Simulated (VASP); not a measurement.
# Cd: single point with revPBE

Cd:

```
Cd
1.0
     3.14245    0.00000    0.00000
    -1.57123    2.72145    0.00000
     0.00000    0.00000   10.28275
Cd
4
Direct
  0.00000 0.00000 0.00000
  0.00000 0.00000 0.50000
  0.33333 0.66667 0.25000
  0.66667 0.33333 0.75000
```

- Program: VASP 6.6.1
- Task: single point
- Functional: revPBE
- Potentials or basis: VASP PAW PBE potentials, release 64 (Cd)
- Cutoff: 520 eV
- k mesh: 13 × 13 × 4
- Occupations: fermi-dirac, width 0.1 eV
- Spin: no spin polarisation

```
Pressure               : 3.8 GPa
Band gap on the k mesh : zero (bands 24 and 25 overlap by 2.80 eV)
```

Stress tensor (GPa, compression positive):
```
3.61 0.00 0.00
0.00 3.61 0.00
0.00 0.00 4.28
```

Levels at points of the mesh, in eV from the Fermi level:
| k point | band 21 | band 22 | band 23 | band 24 | band 25 | band 26 | band 27 | band 28 |
| --- | --- | --- | --- | --- | --- | --- | --- | --- |
| (0.00, 0.00, 0.00) | -8.51 | -7.14 | -7.13 | -2.45 | -1.49 | 6.04 | 6.04 | 12.37 |
| (0.00, 0.00, 0.50) | -8.45 | -8.45 | -4.97 | -4.97 | 1.76 | 1.76 | 10.76 | 10.76 |

It took 74 s on 1 thread of AMD EPYC 9R45 96-Core Processor (Zen 5), with other jobs on the host, peak memory 0.25 GiB.

Caveat: the cell stands under pressure; the PAW data sets were made with another functional, which shifts forces and pressure a little.
